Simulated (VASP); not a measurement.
Input of a VASP 6.6.1 run:

Contents of INCAR:

```
  ALGO = Normal
  EDIFF = 1E-6
  ENCUT = 520
  GGA = PE
  ISIF = 2
  ISMEAR = 0
  LASPH = T
  LCHARG = T
  LELF = T
  LREAL = F
  LVHAR = T
  LWAVE = F
  NBANDS = 16
  NELM = 80
  PREC = Accurate
  SIGMA = 0.05
```

File KPOINTS:

```
k-points
0
Gamma
  12 12 12
```

File POSCAR:

```
MnS
1.0
    0.0000000000      2.3768646391      2.3768646391
    2.3768646391      0.0000000000      2.3768646391
    2.3768646391      2.3768646391      0.0000000000
Mn S
1 1
Direct
    0.0000000000      0.0000000000      0.0000000000
    0.5000000000      0.5000000000      0.5000000000
```

Potentials or basis: VASP PAW PBE potentials, release 64 (Mn_pv, S).

Command:

```bash
$ cat potpaw_PBE.64/Mn_pv/POTCAR potpaw_PBE.64/S/POTCAR > POTCAR
$ mpirun -np 1 vasp_std > vasp.out
```

(1) What does it give for the pressure?

## Answers

(1) -5.3 GPa.

Caveat: the run has no spin polarisation, though such a crystal can be magnetic.
